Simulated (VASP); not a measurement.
# RbCl (Fm-3m) in VASP: further runs

The runs below take RbCl through single point, with LDA.

Program: VASP 6.6.1. These are calculated values, not measurements. Logs are shortened: lines on timing, memory, paths and dates and some standing lists are left out, and cuts for length are marked.

## Step 1: The cell of the first run

Symmetry: Fm-3m, No. 225, cubic system. The conventional cell has a = 6.414 Å, b = 6.414 Å, c = 6.414 Å, α = 90.00°, β = 90.00°, γ = 90.00°. Rb (site symmetry m-3m) has 6 Cl at 3.21 Å within 4.2 Å. Within 4.2 Å of Cl (site symmetry m-3m) lie 6 Rb at 3.21 Å.

## Step 2: Single point, LDA

Input file INCAR:

```
ALGO = Normal
EDIFF = 1E-6
ENCUT = 500
GGA = CA
GGA_COMPAT = F
ISIF = 2
ISMEAR = -1
LASPH = T
LCHARG = T
LELF = T
LREAL = F
LVHAR = T
LWAVE = F
NBANDS = 15
NELM = 120
PREC = Accurate
SIGMA = 0.05
```

Input file KPOINTS:

```
k-points
0
Gamma
  7 7 7
```

Input file POSCAR:

```
RbCl
1.0
    0.0000000000      3.2071649199      3.2071649199
    3.2071649199      0.0000000000      3.2071649199
    3.2071649199      3.2071649199      0.0000000000
Rb Cl
1 1
Direct
    0.0000000000      0.0000000000      0.0000000000
    0.5000000000      0.5000000000      0.5000000000
```

Potentials or basis: VASP PAW LDA potentials, release 64 (Rb_sv, Cl).

Launch:

```sh
$ cat potpaw_LDA.64/Rb_sv/POTCAR potpaw_LDA.64/Cl/POTCAR > POTCAR
$ mpirun -np 1 vasp_std > vasp.out
```

OUTCAR:

```text
EDIFF = 1E-6
   ENCUT = 500
   GGA = CA
   ISIF = 2
   ISMEAR = -1
   LASPH = T
   LREAL = F
   NELM = 120
   PREC = Accurate

 ion  position               nearest neighbor table
   1  0.000  0.000  0.000-   2 3.21   2 3.21   2 3.21   2 3.21   2 3.21   2 3.21
   2  0.500  0.500  0.500-   1 3.21   1 3.21   1 3.21   1 3.21   1 3.21   1 3.21

  LATTYP: Found a face centered cubic cell.
 ALAT       =     6.4143298398

  Lattice vectors:

 A1 = (   0.0000000000,   3.2071649199,   3.2071649199)
 A2 = (   3.2071649199,   0.0000000000,   3.2071649199)
 A3 = (   3.2071649199,   3.2071649199,   0.0000000000)

Analysis of symmetry for initial positions (statically):
=====================================================================
 Subroutine PRICEL returns:
 Original cell was already a primitive cell.

 Routine SETGRP: Setting up the symmetry group for a
 face centered cubic supercell.

 Subroutine GETGRP returns: Found 48 space group operations
 (whereof 48 operations were pure point group operations)
 out of a pool of 48 trial point group operations.

The static configuration has the point symmetry O_h .

Analysis of symmetry for dynamics (positions and initial velocities):
=====================================================================
 Subroutine PRICEL returns:
 Original cell was already a primitive cell.

 Routine SETGRP: Setting up the symmetry group for a
 face centered cubic supercell.

 Subroutine GETGRP returns: Found 48 space group operations
 (whereof 48 operations were pure point group operations)
 out of a pool of 48 trial point group operations.

The dynamic configuration has the point symmetry O_h .

 Subroutine INISYM returns: Found 48 space group operations
 (whereof 48 operations are pure point group operations),
 and found     1 'primitive' translations

----------------------------------------------------------------------------------------

                                     Primitive cell

  volume of cell :      65.9772

  direct lattice vectors                    reciprocal lattice vectors
     0.000000000  3.207164920  3.207164920    -0.155900932  0.155900932  0.155900932
     3.207164920  0.000000000  3.207164920     0.155900932 -0.155900932  0.155900932
     3.207164920  3.207164920  0.000000000     0.155900932  0.155900932 -0.155900932

  length of vectors
     4.535616126  4.535616126  4.535616126     0.270028335  0.270028335  0.270028335

  position of ions in fractional coordinates (direct lattice)
     0.000000000  0.000000000  0.000000000
     0.500000000  0.500000000  0.500000000

  ion indices of the primitive-cell ions
   primitive index   ion index
                 1           1
                 2           2

----------------------------------------------------------------------------------------

 KPOINTS: k-points

Automatic generation of k-mesh.
 Grid dimensions read from file:
 generate k-points for:    7    7    7

 Generating k-lattice:

  Cartesian coordinates                     Fractional coordinates (reciprocal lattice)
    -0.022271562  0.022271562  0.022271562     0.142857143  0.000000000  0.000000000
     0.022271562 -0.022271562  0.022271562     0.000000000  0.142857143  0.000000000
     0.022271562  0.022271562 -0.022271562     0.000000000  0.000000000  0.142857143

  Length of vectors
     0.038575476  0.038575476  0.038575476

  Shift w.r.t. Gamma in fractional coordinates (k-lattice)
     0.000000000  0.000000000  0.000000000

 Subroutine IBZKPT returns following result:
 ===========================================

 Found     20 irreducible k-points:

 Following reciprocal coordinates:
            Coordinates               Weight
  0.000000  0.000000  0.000000      1.000000
  0.142857  0.000000  0.000000      8.000000
  0.285714  0.000000  0.000000      8.000000
  0.428571  0.000000  0.000000      8.000000
  0.142857  0.142857  0.000000      6.000000
  0.285714  0.142857  0.000000     24.000000
[... 12 lines left out ...]
 -0.428571  0.428571  0.142857     24.000000
 -0.285714  0.428571  0.142857     24.000000
   k-points           NKPTS =     20   k-points in BZ     NKDIM =     20   number of bands    NBANDS=     15
   number of dos      NEDOS =    301   number of ions     NIONS =      2
   total plane-waves  NPLWV =  46656
   dimension x,y,z NGX =    36 NGY =   36 NGZ =   36
   dimension x,y,z NGXF=    72 NGYF=   72 NGZF=   72
   ions per type =               1   1
   NGX,Y,Z   is equivalent  to a cutoff of  13.20, 13.20, 13.20 a.u.
   NGXF,Y,Z  is equivalent  to a cutoff of  26.39, 26.39, 26.39 a.u.
 SYSTEM =  unknown system
   PREC   = accura    normal or accurate (medium, high low for compatibility)
   ISTART =      0    job   : 0-new  1-cont  2-samecut
   ICHARG =      2    charge: 1-file 2-atom 10-const
   ISPIN  =      1    spin polarized calculation?
   LNONCOLLINEAR =      F non collinear calculations
   LSORBIT =      F    spin-orbit coupling
   LASPH  =      T    aspherical Exc in radial PAW
   ENCUT  =  500.0 eV  36.75 Ry    6.06 a.u.   8.27  8.27  8.27*2*pi/ulx,y,z
   NELM   =    120;   NELMIN=  2; NELMDL= -5     # of ELM steps
   EDIFF  = 0.1E-05   stopping-criterion for ELM
   LREAL  =      F    real-space projection
   EDIFFG = 0.1E-04   stopping-criterion for IOM
   NSW    =      0    number of steps for IOM
   IBRION =     -1    ionic relax: 0-MD 1-quasi-New 2-CG
   NFREE  =      0    steps in history (QN), initial steepest desc. (CG)
   ISIF   =      2    stress and relaxation
   ISYM   =      2    0-nonsym 1-usesym 2-fastsym
   POTIM  = 0.5000    time-step for ionic-motion
   TEBEG  =    0.0;   TEEND  =   0.0 temperature during run
   PSTRESS=    0.0 pullay stress
   NELECT =      16.0000    total number of electrons
   NUPDOWN=      -1.0000    fix difference up-down
   EMIN   =  10.00;   EMAX   =-10.00  energy-range for DOS
   EFERMI =   0.00;   METHOD = LEGACY
   ISMEAR =    -1;   SIGMA  =   0.05  broadening in eV -4-tet -1-fermi 0-gaus
   EFERMI_NEDOS =   21; number of points for ismear=-14 and -15
   IALGO  =     38    algorithm
   IMIX   =      4    mixing-type and parameters
     AMIX     =   0.40;   BMIX     =  1.00
     AMIX_MAG =   1.60;   BMIX_MAG =  1.00
  volume/ion in A,a.u.               =      32.99       222.62
  Fermi-wavevector in a.u.,A,eV,Ry     =   1.020901  1.929223 14.180514  1.042238
  Thomas-Fermi vector in A             =   2.154496
   LORBIT       =      0    0 simple, 1 ext, 2 COOP (PROOUT), +10 PAW based schemes
   GGA     = CA    functional components
   LHFCALC =     F    Hartree Fock is set to
   AEXX    =    0.0000 exact exchange contribution
   IVDW    =     0    specifies the selected vdW correction
   LEPSILON=     F    determine dielectric tensor
   LRPA    =     F    only Hartree local field effects (RPA)
 non-spin polarized calculation
  energy-cutoff  :      500.00
  volume of cell :       65.98
 maximum number of plane-waves:      1691
 NGX is ok and might be reduce to    36
   NGX = 17   NGY = 17   NGZ = 17

 number of electron      15.9999999 magnetization

 Free energy of the ion-electron system (eV)
  ---------------------------------------------------
  ext. energy  EPLUGINS =         0.00000000
  ---------------------------------------------------
  free energy    TOTEN  =        -7.26667507 eV

  energy without entropy =       -7.26667507  energy(sigma->0) =       -7.26667507

 E-fermi :  -0.6490     XC(G=0):  -8.2194

 val. band max:       -1.8343270504   @ k =   0.0000   0.0000   0.0000
 cond. band min:       2.9635850770   @ k =   0.0000   0.0000   0.0000
 fundamental gap:      4.7979121274
 Fermi energy:        -0.6489916730

 k-point     1 :       0.0000    0.0000    0.0000
  band No.  band energies     occupation
      1     -25.4505      2.00000
      2     -13.8124      2.00000
      3      -9.5643      2.00000
      4      -9.5643      2.00000
      5      -9.5643      2.00000
      6      -1.8343      2.00000
      7      -1.8343      2.00000
      8      -1.8343      2.00000
      9       2.9636      0.00000
     10       5.9084      0.00000
     11       5.9084      0.00000
     12       5.9084      0.00000
     13       7.0106      0.00000
     14       7.0106      0.00000
     15       9.9671      0.00000

 k-point     2 :       0.1429    0.0000    0.0000
  band No.  band energies     occupation
      1     -25.4457      2.00000
      2     -13.8312      2.00000
      3      -9.5672      2.00000
      4      -9.5672      2.00000
      5      -9.5548      2.00000
      6      -2.0833      2.00000
      7      -1.9230      2.00000
      8      -1.9230      2.00000
      9       3.4876      0.00000
     10       5.7474      0.00000
     11       6.1874      0.00000
     12       6.1874      0.00000
     13       7.3587      0.00000
     14       7.3587      0.00000
     15      10.8635      0.00000

 k-point     3 :       0.2857    0.0000    0.0000
  band No.  band energies     occupation
      1     -25.4349      2.00000
      2     -13.8729      2.00000
      3      -9.5736      2.00000
      4      -9.5736      2.00000
      5      -9.5339      2.00000
      6      -2.5447      2.00000
      7      -2.1107      2.00000
      8      -2.1107      2.00000
      9       4.6663      0.00000
     10       5.6955      0.00000
     11       6.9832      0.00000
     12       6.9832      0.00000
     13       8.2751      0.00000
     14       8.2751      0.00000
     15      11.7621      0.00000
[... 271 lines left out ...]
 k-point    19 :      -0.4286    0.4286    0.1429
  band No.  band energies     occupation
      1     -25.4191      2.00000
      2     -13.7952      2.00000
      3      -9.8491      2.00000
      4      -9.7449      2.00000
      5      -9.6030      2.00000
      6      -2.2870      2.00000
      7      -2.1418      2.00000
      8      -1.9983      2.00000
      9       4.5798      0.00000
     10       6.3022      0.00000
     11       7.3974      0.00000
     12       8.4805      0.00000
     13       8.8534      0.00000
     14       9.7459      0.00000
     15      10.3641      0.00000

 k-point    20 :      -0.2857    0.4286    0.1429
  band No.  band energies     occupation
      1     -25.4183      2.00000
      2     -13.8096      2.00000
      3      -9.8400      2.00000
      4      -9.7607      2.00000
      5      -9.5530      2.00000
      6      -2.4061      2.00000
      7      -2.1061      2.00000
      8      -2.1018      2.00000
      9       5.2721      0.00000
     10       6.0218      0.00000
     11       7.5879      0.00000
     12       7.7304      0.00000
     13       9.5382      0.00000
     14       9.7613      0.00000
     15      10.8542      0.00000

------------------------ aborting loop because EDIFF is reached ----------------------------------------

  FORCE on cell =-STRESS in cart. coord.  units (eV):
  Direction    XX          YY          ZZ          XY          YZ          ZX
  --------------------------------------------------------------------------------------
  -------------------------------------------------------------------------------------
  Total       -0.1350947     -0.1350947     -0.1350947     -0.0000000     -0.0000000      0.0000000
  in kB       -3.2806135     -3.2806135     -3.2806135     -0.0000000     -0.0000000      0.0000000
  external PRESSURE =      -3.2806135 kB  Pullay stress =       0.0000000 kB

 VOLUME and BASIS-vectors are now :
 -----------------------------------------------------------------------------
  energy-cutoff  :      500.00
  volume of cell :       65.98
      direct lattice vectors                 reciprocal lattice vectors
     0.000000000  3.207164920  3.207164920    -0.155900932  0.155900932  0.155900932
     3.207164920  0.000000000  3.207164920     0.155900932 -0.155900932  0.155900932
     3.207164920  3.207164920  0.000000000     0.155900932  0.155900932 -0.155900932

 POSITION                                       TOTAL-FORCE (eV/Angst)
 -----------------------------------------------------------------------------------
      0.00000      0.00000      0.00000        -0.000000      0.000000      0.000000
      3.20716      3.20716      3.20716         0.000000     -0.000000     -0.000000
 -----------------------------------------------------------------------------------
    total drift:                                0.000000      0.000000      0.000000

  FREE ENERGIE OF THE ION-ELECTRON SYSTEM (eV)
  ---------------------------------------------------
  free  energy   TOTEN  =        -7.2666750708 eV

  energy  without entropy=       -7.2666750708  energy(sigma->0) =       -7.26667507
```

Wall time 49 s (1 thread of AMD EPYC 7R13, shared host); peak memory 0.14 GiB.

Results:

* Free energy: -7.2667 eV
* Pressure: -0.3 GPa
* Band gap on the k mesh: 4.80 eV

LDA gaps usually lie below the measured ones, often by a third to a half.

## Step 3: Single point, LDA

This run uses another cell than the first one, of 33.69 Å³/atom.

Input file INCAR:

```
SYSTEM = RbCl
PREC = Accurate
ENCUT = 500
EDIFF = 1E-6
ISMEAR = -1
SIGMA = 0.05
LREAL = .False.
LASPH = .True.
NELM = 120
ALGO = Normal
ISIF = 2
LWAVE = .False.
LCHARG = .True.
GGA = CA
LELF = .True.
LVHAR = .True.
NBANDS = 15
GGA_COMPAT = .False.
```

Input file KPOINTS:

```
regular mesh
0
Gamma
  7 7 7
  0 0 0
```

Input file POSCAR:

```
RbCl
1.0
    0.0000000000      3.2297513325      3.2297513325
    3.2297513325      0.0000000000      3.2297513325
    3.2297513325      3.2297513325      0.0000000000
Rb Cl
1 1
Direct
    0.0000000000      0.0000000000      0.0000000000
    0.5000000000      0.5000000000      0.5000000000
```

Potentials or basis: VASP PAW LDA potentials, release 64 (Rb_sv, Cl).

Launch:

```sh
$ cat potpaw_LDA.64/Rb_sv/POTCAR potpaw_LDA.64/Cl/POTCAR > POTCAR
$ mpirun -np 1 vasp_std > vasp.out
```

Wall time 43 s (1 thread of AMD EPYC 7R13, shared host); peak memory 0.14 GiB.

It converged, with:

| Item | Value |
| --- | --- |
| Free energy | -7.2623 eV |
| Pressure | -0.7 GPa |
| Band gap on the k mesh | 4.73 eV |

Levels at points of the mesh, in eV from the valence-band top:
```csv
k point,band 6,band 7,band 8,band 9,band 10,band 11
"(0.00, 0.00, 0.00)",0.00,0.00,0.00,4.73,7.74,7.74
```

## Step 4: Single point, LDA

This run uses another cell than the first one, of 34.39 Å³/atom.

Input file INCAR:

```
  PREC = Accurate
  ENCUT = 500
  EDIFF = 1E-6
  ISMEAR = -1
  SIGMA = 0.05
  LREAL = False
  LASPH = True
  NELM = 120
  ALGO = Normal
  ISIF = 2
  LWAVE = False
  LCHARG = False
  NBANDS = 15
  GGA_COMPAT = False
```

Input file KPOINTS:

```
Automatic mesh
0
Gamma
  7 7 7
```

Input file POSCAR:

```
RbCl
1.0
    0.0000000000      3.2520261836      3.2520261836
    3.2520261836      0.0000000000      3.2520261836
    3.2520261836      3.2520261836      0.0000000000
Rb Cl
1 1
Direct
    0.0000000000      0.0000000000      0.0000000000
    0.5000000000      0.5000000000      0.5000000000
```

Launch:

```sh
$ cat potpaw_LDA.64/Rb_sv/POTCAR potpaw_LDA.64/Cl/POTCAR > POTCAR
$ mpirun -np 1 vasp_std > vasp.out
```

It took 32 s on 1 thread of AMD EPYC 7R13, shared host; peak memory 0.15 GiB.

It converged, with:

```
Free energy            : -7.2547 eV
Pressure               : -1.1 GPa
Band gap on the k mesh : 4.66 eV
```

Levels at points of the mesh, in eV from the valence-band top:
```csv
k point,band 4,band 5,band 6,band 7,band 8,band 9,band 10,band 11,band 12,band 13
"(0.00, 0.00, 0.00)",-7.82,-7.82,0.00,0.00,0.00,4.66,7.73,7.73,7.73,8.80
```

(Continued in part 2 of 2.)
